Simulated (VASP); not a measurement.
Here is a VASP 6.6.1 calculation.

INCAR

```
PREC = Accurate
ENCUT = 520
EDIFF = 1E-6
ISMEAR = 0
SIGMA = 0.1
LREAL = F
LASPH = T
NELM = 100
ALGO = Fast
ISIF = 2
LWAVE = F
LCHARG = F
GGA = PS
NBANDS = 24
```

KPOINTS

```
Automatic mesh
0
Gamma
  12 12 8
```

File POSCAR:

```
VH2
1.0
    2.0820882371      2.0820882371      0.0000000000
   -2.0820882371      2.0820882371      0.0000000000
    0.1766710454      0.1766710454      4.1641764741
V H
2 4
Direct
    0.0000000000      0.0000000000      0.0000000000
    0.5000000000      0.5000000000      0.5000000000
   -0.0138516671      0.5000000000      0.7505840856
    0.5138516671      0.0000000000      0.7494159144
    0.4861483329      0.0000000000      0.2505840856
    0.0138516671      0.5000000000      0.2494159144
```

Potentials or basis: VASP PAW PBE potentials, release 64 (V_sv, H).

Launch:

```sh
$ cat potpaw_PBE.64/V_sv/POTCAR potpaw_PBE.64/H/POTCAR > POTCAR
$ mpirun -np 1 vasp_std > vasp.out
```

Q: Predict the band gap on the k mesh.

A: Zero (bands 15 and 16 overlap by 2.55 eV).

Q: What does it give for the pressure?

A: 0.4 GPa.

Stress tensor (GPa, compression positive):
```
 0.29  0.01 -4.21
 0.01  0.29 -4.21
-4.21 -4.21  0.53
```

Caveat: the cell differs from its parent crystal (shear of c along a, cell held: +6.0 %, then relaxed in part); the PAW data sets were made with another functional, which shifts forces and pressure a little.
